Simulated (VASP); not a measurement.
Here is a VASP 6.6.1 calculation.

Contents of INCAR:

```
SYSTEM = Y
PREC     = Accurate       ! precision mode
ENCUT    = 500            ! plane-wave cutoff, eV
EDIFF    = 1E-7           ! SCF threshold, eV
ISMEAR   = 1              ! smearing method
SIGMA    = 0.1            ! smearing width, eV
LREAL    = .FALSE.        ! projectors in reciprocal space
LASPH    = .TRUE.         ! aspherical terms in the spheres
NELM     = 120            ! most SCF steps
ALGO     = Normal         ! electronic algorithm
ISIF     = 3              ! what is computed and relaxed
LWAVE    = .FALSE.        ! write WAVECAR
LCHARG   = .FALSE.        ! write CHGCAR
GGA      = PS             ! functional
IBRION   = 2              ! ionic algorithm
NSW      = 80             ! ionic steps
EDIFFG   = -0.01          ! ionic threshold
GGA_COMPAT= .FALSE.      
NELMIN   = 4
```

KPOINTS

```
regular mesh
0
G
  14 14 14
  0 0 0
```

POSCAR

```
Y
1.0
   -2.0200000000      2.0200000000      2.0200000000
    2.0200000000     -2.0200000000      2.0200000000
    2.0200000000      2.0200000000     -2.0200000000
Y
1
Direct
    0.0000000000      0.0000000000      0.0000000000
```

Potentials or basis: VASP PAW PBE potentials, release 64 (Y_sv).

Command:

```bash
$ cat potpaw_PBE.64/Y_sv/POTCAR > POTCAR
$ mpirun -np 1 vasp_std > vasp.out
```

Estimate the relaxed volume.

31.24 Å³/atom.

Predict the band gap on the k mesh.

zero (an odd number of electrons rules out a gap without spin polarisation).

Step by step:
```tsv
step	energy change (eV)	largest force (eV/Å)	pressure (GPa)	volume (Å³)
1	0.0000	0.0000	-2.04	32.97
2	-0.0112	0.0000	0.32	31.00
3	-0.0115	0.0000	0.00	31.24
```

Caveat: the PAW data sets were made with another functional, which shifts forces and pressure a little.
